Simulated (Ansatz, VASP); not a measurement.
## One calculation of HfTa3, two programs

```
CELL_PARAMETERS angstrom
4.28988 0.00000 0.00000
0.00000 4.28988 0.00000
0.00000 0.00000 4.28988
ATOMIC_POSITIONS crystal
Hf 0.00000 0.00000 0.00000
Ta 0.00000 0.50000 0.50000
Ta 0.50000 0.00000 0.50000
Ta 0.50000 0.50000 0.00000
```

Alike in both runs: functional PBE; k mesh 4 × 4 × 4; occupations gaussian, width 0.1 eV; no spin polarisation.

Ansatz relaxed the structure, and its values are those at the end. VASP's run is a single point on that final structure, the one shown.

```csv
,VASP,Ansatz
version,VASP 6.6.1,Ansatz 0.2.0
potentials or method,"VASP PAW PBE potentials, release 64 (Hf_pv, Ta_pv), cutoff 520 eV","scalar-relativistic, plane waves, PAW"
valence electrons in the cell,43,65
```

|  | VASP | Ansatz | Ansatz less VASP |
| --- | --- | --- | --- |
| gap on the k mesh at the Fermi level (eV) | none | none | - |
| pressure (GPa) | 0.0 | 0.2 | +0.24 |

A gap of «none» marks a metal or a gap that the smearing closes. VASP's potentials hold 43 valence electrons a cell and Ansatz's 65, so a difference there can come from the potentials and not from the codes.

The k mesh is coarse, so the values compare programs but aren't converged. Neither program's run includes spin-orbit coupling.
